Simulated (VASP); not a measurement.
Input of a VASP 6.6.1 run:

INCAR

```
SYSTEM = Al
PREC = Accurate
ENCUT = 520
EDIFF = 1E-7
ISMEAR = 1
SIGMA = 0.2
LREAL = .FALSE.
LASPH = .TRUE.
NELM = 60
ALGO = Normal
ISIF = 2
LWAVE = .FALSE.
LCHARG = .FALSE.
LDIPOL = .TRUE.
IDIPOL = 3
DIPOL = 0.5 0.5 0.500
GGA = PS
NBANDS = 32
ISYM = 0
```

Contents of KPOINTS:

```
Automatic mesh
0
G
  10 8 1
  0 0 0
```

Contents of POSCAR:

```
Al
1.0
    4.0155561815      0.0000000000      0.0000000000
   -2.0077780908      4.4895282947      0.0000000000
    0.0000000000      0.0000000000     25.7748679073
Al
13
Direct
    0.7000000000      0.4000000000      0.2909811227
    0.4000000000      0.8000000000      0.3258176022
    0.1000000000      0.2000000000      0.3606540818
    0.8000000000      0.6000000000      0.3954905613
    0.5000000000      0.0000000000      0.4303270409
    0.2000000000      0.4000000000      0.4651635204
    0.9000000000      0.8000000000      0.5000000000
    0.6000000000      0.2000000000      0.5348364796
    0.3000000000      0.6000000000      0.5696729591
    0.0000000000      0.0000000000      0.6045094387
    0.7000000000      0.4000000000      0.6393459182
    0.4000000000      0.8000000000      0.6741823978
    0.1000000000      0.2000000000      0.7090188773
```

Potentials or basis: VASP PAW PBE potentials, release 64 (Al).

Run with:

```console
$ cat potpaw_PBE.64/Al/POTCAR > POTCAR
$ mpirun -np 1 vasp_std > vasp.out
```

Predict the band gap on the k mesh.

zero (an odd number of electrons rules out a gap without spin polarisation).

What does it give for the largest force?

0.318 eV/Å.

Forces on the atoms (eV/Å):
```
Al  -0.004 -0.045  0.315
Al  -0.001  0.085 -0.289
Al  -0.002 -0.025 -0.075
Al   0.011  0.017 -0.049
Al   0.000 -0.019 -0.018
Al  -0.010 -0.066 -0.050
Al   0.000  0.000  0.000
Al   0.010  0.066  0.050
Al   0.000  0.019  0.018
Al  -0.011 -0.017  0.049
Al   0.002  0.025  0.075
Al   0.001 -0.085  0.289
Al   0.004  0.045 -0.315
```

Caveat: the PAW data sets were made with another functional, which shifts forces and pressure a little.
